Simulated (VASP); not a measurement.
Pd, 1 atom in the cell. The cell holds a slab with vacuum, 1 atom: a = 2.789 Å, b = 2.789 Å, c = 16.000 Å, α = 90.00°, β = 90.00°, γ = 90.00°. 

| Quantity | Value |
| --- | --- |
| Program | VASP 6.6.1 |
| Task | density of states |
| Functional | PBE |
| Potentials or basis | VASP PAW PBE potentials, release 64 (Pd) |
| Cutoff | 520 eV |
| k mesh | 12 × 12 × 1 |
| Occupations | fermi-dirac, width 0.05 eV |
| Spin | no spin polarisation |
| Dipole correction | yes |
| k mesh for the DOS | 18 × 18 × 1 |
| Occupations for the DOS | tetrahedron |
| Further INCAR settings | ALGO = Normal; EDIFF = 1e-06 |

Potentials or basis: VASP PAW PBE potentials, release 64 (Pd).

Command:

```bash
$ cat potpaw_PBE.64/Pd/POTCAR > POTCAR
$ cp INCAR.step1 INCAR
$ cp KPOINTS.step1 KPOINTS
$ mpirun -np 1 vasp_std > vasp.out
$ cp INCAR.step2 INCAR
$ cp KPOINTS.step2 KPOINTS
$ mpirun -np 1 vasp_std > vasp.out
```

Hardware: 1 thread of Intel(R) Xeon(R) Platinum 8375C CPU @ 2.90GHz (Ice Lake), with other jobs on the host.

**Question.** Estimate the wall time of this run.

**Answer.** It took 57 s on 1 thread of Intel(R) Xeon(R) Platinum 8375C CPU @ 2.90GHz (Ice Lake) (shared host), peak memory 0.25 GiB. Counts: k points 55.
